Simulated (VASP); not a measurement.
Input of a VASP 6.6.1 run:

Contents of INCAR:

```
ALGO = Normal
EDIFF = 1E-6
EDIFFG = -0.03
ENCUT = 600
GGA = PE
IBRION = 2
ISIF = 3
ISMEAR = 0
IVDW = 13
LASPH = T
LCHARG = F
LREAL = F
LWAVE = F
NELM = 100
NSW = 80
PREC = Accurate
SIGMA = 0.1
```

File KPOINTS:

```
k-points
0
Gamma
  14 14 14
```

The input POSCAR:

```
Al
1.0
    0.0000000000      2.0248050000      2.0248050000
    2.0248050000      0.0000000000      2.0248050000
    2.0248050000      2.0248050000      0.0000000000
Al
1
Direct
    0.0000000000      0.0000000000      0.0000000000
```

Potentials or basis: VASP PAW PBE potentials, release 64 (Al).

Run with:

```console
$ cat potpaw_PBE.64/Al/POTCAR > POTCAR
$ mpirun -np 1 vasp_std > vasp.out
```

Q: Estimate the dispersion energy per atom.

A: -0.359 eV.

Q: Predict the space group after relaxing (to 0.05 Å).

A: Fm-3m (No. 225).

Final structure:
```
Al
1.0
     0.00000    1.99072    1.99072
     1.99072    0.00000    1.99072
     1.99072    1.99072    0.00000
Al
1
Direct
  0.00000 0.00000 0.00000
```
